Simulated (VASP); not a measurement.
# K2Br (Fm-3m) in VASP: further runs, part 2 of 2

VASP 6.6.1.

## Step 3: Single point, r2SCAN

This run uses another cell than the first one, of 45.75 Å³/atom, 1.362 times its volume.

File POSCAR:

```
K2Br
1.0
    0.0000000000      4.0941251360      4.0941251360
    4.0941251360      0.0000000000      4.0941251360
    4.0941251360      4.0941251360      0.0000000000
K Br
2 1
Direct
    0.2500000000      0.2500000000      0.2500000000
    0.7500000000      0.7500000000      0.7500000000
    0.0000000000      0.0000000000      0.0000000000
```

File INCAR.step1:

```
PREC = Accurate
ENCUT = 520
ISMEAR = 0
SIGMA = 0.1
LREAL = F
LASPH = T
NELM = 80
NBANDS = 20
GGA = PE
ALGO = Normal
EDIFF = 1E-4
LWAVE = T
LCHARG = F
```

File INCAR.step2:

```
PREC = Accurate
ENCUT = 520
EDIFF = 1E-6
ISMEAR = 0
SIGMA = 0.1
LREAL = F
LASPH = T
NELM = 80
ALGO = Normal
ISIF = 2
LWAVE = F
LCHARG = F
METAGGA = R2SCAN
LMIXTAU = T
NBANDS = 20
ISTART = 1
```

File KPOINTS:

```
Automatic mesh
0
Gamma
  4 4 4
```

Potentials or basis: VASP PAW PBE potentials, release 64 (K_sv, Br).

Run with:

```console
cat potpaw_PBE.64/K_sv/POTCAR potpaw_PBE.64/Br/POTCAR > POTCAR
cp INCAR.step1 INCAR
mpirun -np 1 vasp_std > vasp.out
cp INCAR.step2 INCAR
mpirun -np 1 vasp_std > vasp.out
```

OUTCAR:

```text
PREC = Accurate
   ENCUT = 520
   EDIFF = 1E-6
   ISMEAR = 0
   LREAL = F
   LASPH = T
   NELM = 80
   ISIF = 2
   METAGGA = R2SCAN
   ISTART = 1

 ion  position               nearest neighbor table
   1  0.250  0.250  0.250-
   2  0.750  0.750  0.750-
   3  0.000  0.000  0.000-

  LATTYP: Found a face centered cubic cell.
 ALAT       =     8.1882502720

  Lattice vectors:

 A1 = (   0.0000000000,   4.0941251360,   4.0941251360)
 A2 = (   4.0941251360,   0.0000000000,   4.0941251360)
 A3 = (   4.0941251360,   4.0941251360,   0.0000000000)

Analysis of symmetry for initial positions (statically):
=====================================================================
 Subroutine PRICEL returns:
 Original cell was already a primitive cell.

 Routine SETGRP: Setting up the symmetry group for a
 face centered cubic supercell.

 Subroutine GETGRP returns: Found 48 space group operations
 (whereof 48 operations were pure point group operations)
 out of a pool of 48 trial point group operations.

[... 143 lines left out ...]
  ---------------------------------------------------
  free energy    TOTEN  =       -28.53065791 eV

  energy without entropy =      -28.51357978  energy(sigma->0) =      -28.52211885

 E-fermi :   1.8750     XC(G=0):  -6.9986

 val. band max:        1.8011678037   @ k =   0.5000   0.5000   0.0000
 cond. band min:       1.9583154464   @ k =   0.5000   0.2500   0.0000
 fundamental gap:      0.1571476427
 Fermi energy:         1.8750499587

 k-point     1 :       0.0000    0.0000    0.0000
  band No.  band energies     occupation
      1     -32.4413      2.00000
      2     -32.4186      2.00000
      3     -15.6452      2.00000
      4     -15.1911      2.00000
      5     -15.1911      2.00000
      6     -15.1910      2.00000
[... 173 lines left out ...]
     19       5.3931      0.00000
     20       6.7995      0.00000

------------------------ aborting loop because EDIFF is reached ----------------------------------------

  FORCE on cell =-STRESS in cart. coord.  units (eV):
  Direction    XX          YY          ZZ          XY          YZ          ZX
  --------------------------------------------------------------------------------------
  -------------------------------------------------------------------------------------
  Total       -0.0356105     -0.0356105     -0.0356105     -0.0000000     -0.0000000     -0.0000000
  in kB       -0.4156950     -0.4156950     -0.4156950     -0.0000000     -0.0000000     -0.0000000
  external PRESSURE =      -0.4156950 kB  Pullay stress =       0.0000000 kB

 VOLUME and BASIS-vectors are now :
 -----------------------------------------------------------------------------
  energy-cutoff  :      520.00
  volume of cell :      137.25
      direct lattice vectors                 reciprocal lattice vectors
     0.000000000  4.094125136  4.094125136    -0.122126213  0.122126213  0.122126213
     4.094125136  0.000000000  4.094125136     0.122126213 -0.122126213  0.122126213
     4.094125136  4.094125136  0.000000000     0.122126213  0.122126213 -0.122126213

 POSITION                                       TOTAL-FORCE (eV/Angst)
 -----------------------------------------------------------------------------------
      2.04706      2.04706      2.04706         0.000000      0.000000     -0.000000
      6.14119      6.14119      6.14119        -0.000000     -0.000000      0.000000
      0.00000      0.00000      0.00000         0.000000     -0.000000     -0.000000
 -----------------------------------------------------------------------------------
    total drift:                               -0.000000     -0.000000      0.000000

  FREE ENERGIE OF THE ION-ELECTRON SYSTEM (eV)
  ---------------------------------------------------
  free  energy   TOTEN  =       -28.5306579117 eV

  energy  without entropy=      -28.5135797833  energy(sigma->0) =      -28.52211885
```

OUTCAR.step1:

```text
PREC = Accurate
   ENCUT = 520
   ISMEAR = 0
   LREAL = F
[... 391 lines left out ...]
      2.04706      2.04706      2.04706         0.000000     -0.000000      0.000000
      6.14119      6.14119      6.14119        -0.000000      0.000000     -0.000000
      0.00000      0.00000      0.00000        -0.000000      0.000000     -0.000000
 -----------------------------------------------------------------------------------
    total drift:                               -0.000000     -0.000000      0.000000

  FREE ENERGIE OF THE ION-ELECTRON SYSTEM (eV)
  ---------------------------------------------------
  free  energy   TOTEN  =        -6.6164945352 eV

  energy  without entropy=       -6.6024410248  energy(sigma->0) =       -6.60946778
```

Wall time 80 s (1 thread of Intel Xeon 6975P-C (Granite Rapids), shared host); peak memory 0.35 GiB.

What came out:

```
Free energy : -28.5307 eV
Pressure    : 0.0 GPa
```

Caveat: the PAW data sets were made with another functional, which shifts forces and pressure a little; an odd number of electrons without spin polarisation forces a metal; a magnetic or distorted state may lie lower.

## Step 4: Relaxation of cell and atoms, r2SCAN

File POSCAR:

```
K2Br
1.0
    0.0000000000      3.6934756143      3.6934756143
    3.6934756143      0.0000000000      3.6934756143
    3.6934756143      3.6934756143      0.0000000000
K Br
2 1
Direct
    0.2500000000      0.2500000000      0.2500000000
    0.7500000000      0.7500000000      0.7500000000
    0.0000000000      0.0000000000      0.0000000000
```

File INCAR.step1:

```
PREC = Accurate
ENCUT = 600
ISMEAR = 0
SIGMA = 0.1
LREAL = False
LASPH = True
NELM = 80
GGA = PE
ALGO = Normal
EDIFF = 1E-4
LWAVE = True
LCHARG = False
```

File INCAR.step2:

```
PREC = Accurate
ENCUT = 600
EDIFF = 1E-7
ISMEAR = 0
SIGMA = 0.1
LREAL = False
LASPH = True
NELM = 80
ALGO = Normal
ISIF = 3
LWAVE = False
LCHARG = False
METAGGA = R2SCAN
LMIXTAU = True
IBRION = 2
NSW = 90
EDIFFG = -0.04
ISTART = 1
```

KPOINTS is that of step 3.

Run with:

```console
cat potpaw_PBE.64/K_sv/POTCAR potpaw_PBE.64/Br/POTCAR > POTCAR
cp INCAR.step1 INCAR
mpirun -np 1 vasp_std > vasp.out
cp INCAR.step2 INCAR
mpirun -np 1 vasp_std > vasp.out
```

Wall time 3.9 min (1 thread of Intel Xeon 6975P-C (Granite Rapids), shared host); peak memory 0.29 GiB.

The run converged. Its results:

| Item | Value |
| --- | --- |
| Free energy | -28.5265 eV |
| Relaxed volume | 45.04 Å³/atom |
| Relaxed cell | a = 5.760 Å, b = 5.760 Å, c = 5.760 Å, α = 60.00°, β = 60.00°, γ = 60.00° |
| Space group after relaxing (to 0.05 Å) | Fm-3m (No. 225) |
| Energy gained by relaxing | 120.6 meV/atom |
| Ionic steps | 4 |
| Pressure after relaxing | 0.1 GPa |

Step by step:
| step | energy change (eV) | largest force (eV/Å) | pressure (GPa) | volume (Å³) |
| --- | --- | --- | --- | --- |
| 1 | 0.0000 | 0.0000 | 4.36 | 100.77 |
| 2 | -0.2550 | 0.0000 | 1.81 | 114.71 |
| 3 | -0.3491 | 0.0000 | 0.53 | 128.20 |
| 4 | -0.3617 | 0.0000 | 0.07 | 135.13 |

Final structure:
```xyz
3
Lattice="0.0000 4.0729 4.0729 4.0729 0.0000 4.0729 4.0729 4.0729 0.0000" Properties=species:S:1:pos:R:3 pbc="T T T"
K     2.0365    2.0365    2.0365
K     6.1094    6.1094    6.1094
Br    8.1459    4.0729    4.0729
```

Levels at points of the mesh, in eV from the Fermi level:
```csv
k point,band 9,band 10,band 11,band 12,band 13,band 14,band 15,band 16
"(0.00, 0.00, 0.00)",-16.96,-5.42,-5.42,-5.42,-1.64,2.35,2.35,3.46
"(0.50, 0.00, 0.00)",-16.88,-5.64,-5.40,-5.40,0.42,0.70,2.28,2.28
"(0.50, 0.50, 0.00)",-16.90,-5.68,-5.40,-5.40,-0.08,1.77,1.84,3.37
```

Caveat: the k points lie up to 0.33 Å⁻¹ apart in the final cell; the volume moved by over 15 % at a fixed basis, so the end points are rough; the PAW data sets were made with another functional, which shifts forces and pressure a little; an odd number of electrons without spin polarisation forces a metal; a magnetic or distorted state may lie lower.

## Step 5: The runs side by side

```tsv
task	cell	cutoff (eV)	gap on the mesh (eV)	pressure (GPa)
single point	a = 5.223 Å, angles 60.0°, 3 atoms	520	none	4.3
single point	a = 5.790 Å, angles 60.0°, 3 atoms	520	none	0.0
relaxation of cell and atoms	relaxed from a = 5.223 Å, angles 60.0°, 3 atoms	600	none	0.1
```

Alike in all rows: level r2SCAN; potentials or basis VASP PAW PBE potentials, release 64 (K_sv, Br); no spin polarisation; k mesh 4 × 4 × 4; smearing gaussian 0.1 eV.

Caveats: some runs use coarse meshes; the PAW data sets were made with another functional, which shifts forces and pressure a little; an odd number of electrons without spin polarisation forces a metal; a magnetic or distorted state may lie lower; the volume moved by over 15 % at a fixed basis, so the end points are rough (some runs).

Absolute energies hang on the potentials; compare differences alone.
